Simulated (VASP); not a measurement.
# C in VASP: further runs

Runs on C. Level: PBE. Tasks: relaxation of cell and atoms, single point.

All numbers are computed with VASP 6.6.1; they aren't measurements. Logs are shortened: lines on timing, memory, paths and dates and some standing lists are left out, and cuts for length are marked.

## Step 1: The cell of the first run

The structure is orthorhombic, space group Cmmm (No. 65). The conventional cell has a = 3.341 Å, b = 5.711 Å, c = 1.286 Å, α = 90.00°, β = 90.00°, γ = 90.00°. C (site symmetry mmm) has 2 C at 1.29 Å within 1.7 Å.

## Step 2: Relaxation of cell and atoms, PBE

The input, INCAR:

```
SYSTEM = C
ALGO = Normal
EDIFF = 1E-7
EDIFFG = -0.01
ENCUT = 600
GGA = PE
IBRION = 2
ISIF = 3
ISMEAR = 0
LASPH = .True.
LCHARG = .False.
LREAL = .False.
LWAVE = .False.
NELM = 100
NSW = 100
PREC = Accurate
SIGMA = 0.1
```

The input, KPOINTS:

```
k-points
0
Gamma
  20 20 42
  0 0 0
```

The input, POSCAR:

```
C
1.0
    1.6703979481     -2.8554637929      0.0000000000
    1.6703979481      2.8554637929      0.0000000000
    0.0000000000      0.0000000000      1.2863842345
C
1
Direct
    0.0000000000      0.0000000000      0.0000000000
```

Potentials or basis: VASP PAW PBE potentials, release 64 (C).

On the command line:

```console
$ cat potpaw_PBE.64/C/POTCAR > POTCAR
$ mpirun -np 1 vasp_std > vasp.out
```

OUTCAR:

```text
SYSTEM = C
   EDIFF = 1E-7
   EDIFFG = -0.01
   ENCUT = 600
   GGA = PE
   IBRION = 2
   ISIF = 3
   ISMEAR = 0
   LASPH = .True.
   LREAL = .False.
   NELM = 100
   NSW = 100
   PREC = Accurate

 ion  position               nearest neighbor table
   1  0.000  0.000  0.000-

  LATTYP: Found a base centered orthorhombic cell.
 ALAT       =     3.3407958962
 B/A-ratio  =     1.7094512096
 C/A-ratio  =     0.3850532252

  Lattice vectors:

 A1 = (   1.6703979481,  -2.8554637929,   0.0000000000)
 A2 = (   1.6703979481,   2.8554637929,   0.0000000000)
 A3 = (   0.0000000000,   0.0000000000,   1.2863842345)

Analysis of symmetry for initial positions (statically):
=====================================================================
 Subroutine PRICEL returns:
 Original cell was already a primitive cell.

 Routine SETGRP: Setting up the symmetry group for a
 base centered orthorhombic supercell.

 Subroutine GETGRP returns: Found  8 space group operations
 (whereof  8 operations were pure point group operations)
 out of a pool of  8 trial point group operations.

The static configuration has the point symmetry D_2h.

Analysis of symmetry for dynamics (positions and initial velocities):
=====================================================================
 Subroutine PRICEL returns:
 Original cell was already a primitive cell.

 Routine SETGRP: Setting up the symmetry group for a
 base centered orthorhombic supercell.

 Subroutine GETGRP returns: Found  8 space group operations
 (whereof  8 operations were pure point group operations)
 out of a pool of  8 trial point group operations.

The dynamic configuration has the point symmetry D_2h.

 Subroutine INISYM returns: Found  8 space group operations
 (whereof  8 operations are pure point group operations),
 and found     1 'primitive' translations

----------------------------------------------------------------------------------------

                                     Primitive cell

  volume of cell :      12.2715

  direct lattice vectors                    reciprocal lattice vectors
     1.670397948 -2.855463793  0.000000000     0.299329870 -0.175102903  0.000000000
     1.670397948  2.855463793  0.000000000     0.299329870  0.175102903  0.000000000
     0.000000000  0.000000000  1.286384235     0.000000000  0.000000000  0.777372711

  length of vectors
     3.308157006  3.308157006  1.286384235     0.346784367  0.346784367  0.777372711

  position of ions in fractional coordinates (direct lattice)
     0.000000000  0.000000000  0.000000000

  ion indices of the primitive-cell ions
   primitive index   ion index
                 1           1

----------------------------------------------------------------------------------------

 KPOINTS: k-points

Automatic generation of k-mesh.
 Grid dimensions read from file:
 generate k-points for:   20   20   42

 Generating k-lattice:

  Cartesian coordinates                     Fractional coordinates (reciprocal lattice)
     0.014966493 -0.008755145  0.000000000     0.050000000  0.000000000  0.000000000
     0.014966493  0.008755145  0.000000000     0.000000000  0.050000000  0.000000000
     0.000000000  0.000000000  0.018508874     0.000000000  0.000000000  0.023809524

  Length of vectors
     0.017339218  0.017339218  0.018508874

  Shift w.r.t. Gamma in fractional coordinates (k-lattice)
     0.000000000  0.000000000  0.000000000

 Subroutine IBZKPT returns following result:
 ===========================================

 Found   2442 irreducible k-points:

 Following reciprocal coordinates:
            Coordinates               Weight
  0.000000  0.000000  0.000000      1.000000
  0.050000  0.000000  0.000000      4.000000
  0.100000  0.000000  0.000000      4.000000
  0.150000 -0.000000  0.000000      4.000000
  0.200000  0.000000  0.000000      4.000000
  0.250000  0.000000  0.000000      4.000000
[... 16 lines left out ...]
 -0.400000  0.050000  0.000000      4.000000
 -0.350000  0.050000  0.000000      4.000000
 [... further k-points ...]
   k-points           NKPTS =   2442   k-points in BZ     NKDIM =   2442   number of bands    NBANDS=      6
   number of dos      NEDOS =    301   number of ions     NIONS =      1
   total plane-waves  NPLWV =   7840
   dimension x,y,z NGX =    28 NGY =   28 NGZ =   10
   dimension x,y,z NGXF=    56 NGYF=   56 NGZF=   20
   ions per type =               1
   NGX,Y,Z   is equivalent  to a cutoff of  14.07, 14.07, 12.92 a.u.
   NGXF,Y,Z  is equivalent  to a cutoff of  28.14, 28.14, 25.85 a.u.
 SYSTEM =  C
   PREC   = accura    normal or accurate (medium, high low for compatibility)
   ISTART =      0    job   : 0-new  1-cont  2-samecut
   ICHARG =      2    charge: 1-file 2-atom 10-const
   ISPIN  =      1    spin polarized calculation?
   LNONCOLLINEAR =      F non collinear calculations
   LSORBIT =      F    spin-orbit coupling
   LASPH  =      T    aspherical Exc in radial PAW
   ENCUT  =  600.0 eV  44.10 Ry    6.64 a.u.   6.61  6.61  2.57*2*pi/ulx,y,z
   NELM   =    100;   NELMIN=  2; NELMDL= -5     # of ELM steps
   EDIFF  = 0.1E-06   stopping-criterion for ELM
   LREAL  =      F    real-space projection
   EDIFFG = -.1E-01   stopping-criterion for IOM
   NSW    =    100    number of steps for IOM
   IBRION =      2    ionic relax: 0-MD 1-quasi-New 2-CG
   NFREE  =      1    steps in history (QN), initial steepest desc. (CG)
   ISIF   =      3    stress and relaxation
   ISYM   =      2    0-nonsym 1-usesym 2-fastsym
   POTIM  = 0.5000    time-step for ionic-motion
   TEBEG  =    0.0;   TEEND  =   0.0 temperature during run
   PSTRESS=    0.0 pullay stress
   NELECT =       4.0000    total number of electrons
   NUPDOWN=      -1.0000    fix difference up-down
   EMIN   =  10.00;   EMAX   =-10.00  energy-range for DOS
   EFERMI =   0.00;   METHOD = LEGACY
   ISMEAR =     0;   SIGMA  =   0.10  broadening in eV -4-tet -1-fermi 0-gaus
   EFERMI_NEDOS =   21; number of points for ismear=-14 and -15
   IALGO  =     38    algorithm
   IMIX   =      4    mixing-type and parameters
     AMIX     =   0.40;   BMIX     =  1.00
     AMIX_MAG =   1.60;   BMIX_MAG =  1.00
  volume/ion in A,a.u.               =      12.27        82.81
  Fermi-wavevector in a.u.,A,eV,Ry     =   1.126667  2.129093 17.270955  1.269379
  Thomas-Fermi vector in A             =   2.263350
   LORBIT       =      0    0 simple, 1 ext, 2 COOP (PROOUT), +10 PAW based schemes
   GGA     = PE    functional components
   LHFCALC =     F    Hartree Fock is set to
   AEXX    =    0.0000 exact exchange contribution
   IVDW    =     0    specifies the selected vdW correction
   LEPSILON=     F    determine dielectric tensor
   LRPA    =     F    only Hartree local field effects (RPA)
 conjugate gradient relaxation of ions
 non-spin polarized calculation
 Gauss-broadening in eV      SIGMA  =   0.10
  energy-cutoff  :      600.00
  volume of cell :       12.27
 maximum number of plane-waves:       433
   NGX = 13   NGY = 13   NGZ =  5

--------------------------------------- Ionic step        1  -------------------------------------------

 number of electron       3.9999999 magnetization

 Free energy of the ion-electron system (eV)
  ---------------------------------------------------
  ext. energy  EPLUGINS =         0.00000000
  ---------------------------------------------------
  free energy    TOTEN  =        -8.20784741 eV

  energy without entropy =       -8.20699275  energy(sigma->0) =       -8.20742008

------------------------ aborting loop because EDIFF is reached ----------------------------------------

  FORCE on cell =-STRESS in cart. coord.  units (eV):
  Direction    XX          YY          ZZ          XY          YZ          ZX
  --------------------------------------------------------------------------------------
  -------------------------------------------------------------------------------------
  Total        0.2665924      0.2814151     -0.4789683      0.0000000      0.0000000      0.0000000
  in kB       34.8065498     36.7418156    -62.5345493      0.0000000      0.0000000      0.0000000
  external PRESSURE =       3.0046054 kB  Pullay stress =       0.0000000 kB
[... 86 lines left out ...]
  FREE ENERGIE OF THE ION-ELECTRON SYSTEM (eV)
  ---------------------------------------------------
  free  energy   TOTEN  =        -8.2102835945 eV

  energy  without entropy=       -8.2093851407  energy(sigma->0) =       -8.20983437

 E-fermi :   0.5297     XC(G=0):  -8.2392

 val. band max:        0.5248501648   @ k =   0.3000   0.2500   0.2619
 cond. band min:       0.5323044149   @ k =  -0.4000   0.1000   0.2619
 fundamental gap:      0.0074542502
 Fermi energy:         0.5297424648

 k-point     1 :       0.0000    0.0000    0.0000
  band No.  band energies     occupation
      1     -15.9580      2.00000
      2      -3.9627      2.00000
      3      -3.9413      2.00000
      4       5.4891      0.00000
      5      12.8687      0.00000
      6      13.0438      0.00000

 k-point     2 :       0.0500    0.0000    0.0000
  band No.  band energies     occupation
      1     -15.9498      2.00000
      2      -4.0064      2.00000
      3      -3.9540      2.00000
      4       5.5722      0.00000
      5      12.6269      0.00000
      6      13.0831      0.00000
[... 190 lines left out ...]
 k-point    24 :      -0.3500    0.0500    0.0000
  band No.  band energies     occupation
      1     -15.6967      2.00000
      2      -5.2058      2.00000
      3      -4.2214      2.00000
      4       7.7153      0.00000
      5      10.1763      0.00000
      6      15.9048      0.00000

 [... further k-points ...]

[... ionic steps 4 to 9 ...]

--------------------------------------- Ionic step       10  -------------------------------------------

 number of electron       3.9999999 magnetization

------------------------ aborting loop because EDIFF is reached ----------------------------------------

  FORCE on cell =-STRESS in cart. coord.  units (eV):
  Direction    XX          YY          ZZ          XY          YZ          ZX
  --------------------------------------------------------------------------------------
  -------------------------------------------------------------------------------------
  Total        0.0001412     -0.0045003     -0.0306385      0.0000000      0.0000000      0.0000000
  in kB        0.0129396     -0.4123478     -2.8073240      0.0000000      0.0000000      0.0000000
  external PRESSURE =      -1.0689107 kB  Pullay stress =       0.0000000 kB
[... 55 lines left out ...]
  energy  without entropy=       -8.2506266762  energy(sigma->0) =       -8.25069820

--------------------------------------- Ionic step       12  -------------------------------------------

 number of electron       3.9999999 magnetization

 Free energy of the ion-electron system (eV)
  ---------------------------------------------------
  ext. energy  EPLUGINS =         0.00000000
  ---------------------------------------------------
  free energy    TOTEN  =        -8.25076990 eV

  energy without entropy =       -8.25062608  energy(sigma->0) =       -8.25069799

 E-fermi :  -0.6010     XC(G=0):  -7.1428

 val. band max:       -0.7111537459   @ k =   0.0000   0.0000   0.2381
 cond. band min:      -0.4913605194   @ k =   0.5000   0.5000   0.2619
 fundamental gap:      0.2197932265
 Fermi energy:        -0.6010201871

 k-point     1 :       0.0000    0.0000    0.0000
  band No.  band energies     occupation
      1     -16.9550      2.00000
      2      -5.5170      2.00000
      3      -5.5113      2.00000
      4       3.6040      0.00000
      5      10.3386      0.00000
      6      10.3984      0.00000

 k-point     2 :       0.0500    0.0000    0.0000
  band No.  band energies     occupation
      1     -16.9518      2.00000
      2      -5.5392      2.00000
      3      -5.5170      2.00000
      4       3.6618      0.00000
      5      10.1402      0.00000
      6      10.4378      0.00000
[... 190 lines left out ...]
 k-point    24 :      -0.3500    0.0500    0.0000
  band No.  band energies     occupation
      1     -16.8561      2.00000
      2      -6.1478      2.00000
      3      -5.6543      2.00000
      4       5.4709      0.00000
      5       7.8202      0.00000
      6      12.4521      0.00000

 [... further k-points ...]

------------------------ aborting loop because EDIFF is reached ----------------------------------------

  FORCE on cell =-STRESS in cart. coord.  units (eV):
  Direction    XX          YY          ZZ          XY          YZ          ZX
  --------------------------------------------------------------------------------------
  -------------------------------------------------------------------------------------
  Total        0.0023873     -0.0025412     -0.0098572      0.0000000      0.0000000      0.0000000
  in kB        0.2186113     -0.2327059     -0.9026647      0.0000000      0.0000000      0.0000000
  external PRESSURE =      -0.3055864 kB  Pullay stress =       0.0000000 kB
[... 16 lines left out ...]
  FREE ENERGIE OF THE ION-ELECTRON SYSTEM (eV)
  ---------------------------------------------------
  free  energy   TOTEN  =        -8.2507699045 eV

  energy  without entropy=       -8.2506260805  energy(sigma->0) =       -8.25069799

 reached required accuracy - stopping structural energy minimisation
```

Wall time 13 min (1 thread of Intel Xeon 6975P-C, shared host); peak memory 0.31 GiB.

What came out:

```yaml
Free_energy: -8.2508 eV
Relaxed_volume: 17.50 Å³/atom
Relaxed_cell: a = 3.966 Å, b = 3.966 Å, c = 1.282 Å, α = 90.00°, β = 90.00°, γ = 119.78°
Space_group_after_relaxing_to_0.05_Å: P6/mmm (No. 191)
Energy_gained_by_relaxing: 42.9 meV/atom
Ionic_steps: 12
Pressure_after_relaxing: 0.0 GPa
Band_gap_on_the_k_mesh: zero (band 2 reaches 8.49 eV, above the bottom of band 3 at -6.06 eV)
```

Step by step:
```csv
step,energy change (eV),largest force (eV/Å),pressure (GPa),volume (Å³)
1,0.0000,0.0000,0.30,12.27
2,0.0174,0.0000,12.95,12.31
3,-0.0024,0.0000,3.41,12.28
4,-0.0101,0.0000,2.40,12.70
5,-0.0248,0.0000,0.10,13.99
6,-0.0372,0.0000,-2.97,16.79
7,-0.0397,0.0000,-2.20,16.97
8,-0.0429,0.0000,-0.04,17.52
9,-0.0429,0.0000,-0.19,17.46
10,-0.0429,0.0000,-0.11,17.49
11,-0.0429,0.0000,-0.05,17.50
12,-0.0429,0.0000,-0.03,17.50
```

Final structure:
```xyz
1
Lattice="1.9895 -3.4309 0.0000 1.9895 3.4309 0.0000 0.0000 0.0000 1.2816" Properties=species:S:1:pos:R:3 pbc="T T T"
C     0.0000    0.0000    0.0000
```

Levels at points of the mesh, in eV from the Fermi level:
| k point | band 1 | band 2 | band 3 | band 4 | band 5 | band 6 |
| --- | --- | --- | --- | --- | --- | --- |
| (0.00, 0.00, 0.00) | -16.35 | -4.92 | -4.91 | 4.21 | 10.94 | 11.00 |
| (0.50, 0.00, 0.00) | -16.22 | -5.76 | -5.09 | 6.67 | 8.28 | 14.84 |
| (0.50, 0.50, 0.00) | -16.22 | -5.76 | -5.10 | 6.65 | 8.31 | 14.79 |
| (0.00, 0.00, 0.50) | -9.04 | 8.47 | 11.33 | 11.34 | 24.23 | 24.59 |
| (0.50, 0.00, 0.50) | -9.03 | 8.69 | 11.08 | 11.29 | 21.71 | 23.70 |
| (0.50, 0.50, 0.50) | -9.03 | 8.69 | 11.09 | 11.28 | 21.71 | 23.67 |

Caveat: the volume moved by over 15 % at a fixed basis, so the end points are rough.

## Step 3: Single point, PBE

The input, INCAR:

```
SYSTEM = C
PREC     = Accurate       ! precision mode
ENCUT    = 520            ! plane-wave cutoff, eV
EDIFF    = 1E-6           ! SCF threshold, eV
ISMEAR   = 0              ! smearing method
SIGMA    = 0.1            ! smearing width, eV
LREAL    = .False.        ! projectors in reciprocal space
LASPH    = .True.         ! aspherical terms in the spheres
NELM     = 80             ! most SCF steps
ALGO     = Normal         ! electronic algorithm
ISIF     = 2              ! what is computed and relaxed
LWAVE    = .False.        ! write WAVECAR
LCHARG   = .False.        ! write CHGCAR
GGA      = PE             ! functional
NBANDS   = 8              ! bands
```

The input, KPOINTS:

```
Automatic mesh
0
Gamma
  8 12 8
  0 0 0
```

The input, POSCAR:

```
C
1.0
    3.2942619516      0.0000000000     -0.0992336464
    0.0000000000      1.2863842345      0.0000000000
   -1.5394926684      0.0000000000      2.9420670891
C
1
Direct
    0.5000000000      0.0000000000      0.0000000000
```

Potentials or basis: VASP PAW PBE potentials, release 64 (C).

On the command line:

```console
$ cat potpaw_PBE.64/C/POTCAR > POTCAR
$ mpirun -np 1 vasp_std > vasp.out
```

Wall time 14 s (1 thread of Intel Xeon Platinum 8375C at 2.90GHz (Ice Lake), shared host); peak memory 0.13 GiB.

Results (log left out):

* Free energy: -8.1731 eV
* Pressure: -0.1 GPa
* Band gap on the k mesh: zero (band 2 reaches 10.10 eV, above the bottom of band 3 at -4.16 eV)

Stress tensor (GPa, compression positive):
```
 0.19  0.00 -0.06
 0.00 -0.42  0.00
-0.06  0.00 -0.02
```

Levels at points of the mesh, in eV from the Fermi level:
| k point | band 1 | band 2 | band 3 | band 4 | band 5 |
| --- | --- | --- | --- | --- | --- |
| (0.00, 0.00, 0.00) | -16.79 | -4.25 | -4.20 | 5.54 | 13.19 |
| (0.50, 0.00, 0.00) | -16.17 | -6.60 | -4.72 | 7.60 | 11.75 |
| (0.00, 0.50, 0.00) | -9.15 | 7.67 | 11.43 | 11.46 | 24.07 |
| (0.50, 0.50, 0.00) | -9.08 | 8.57 | 10.41 | 11.22 | 20.47 |
| (0.00, 0.00, 0.50) | -16.19 | -6.60 | -4.67 | 7.69 | 11.65 |
| (0.50, 0.00, 0.50) | -16.16 | -6.60 | -4.77 | 7.54 | 11.84 |
| (0.00, 0.50, 0.50) | -9.09 | 8.55 | 10.42 | 11.25 | 20.46 |
| (0.50, 0.50, 0.50) | -9.08 | 8.59 | 10.41 | 11.20 | 20.48 |

Caveat: the k points lie up to 0.41 Å⁻¹ apart.
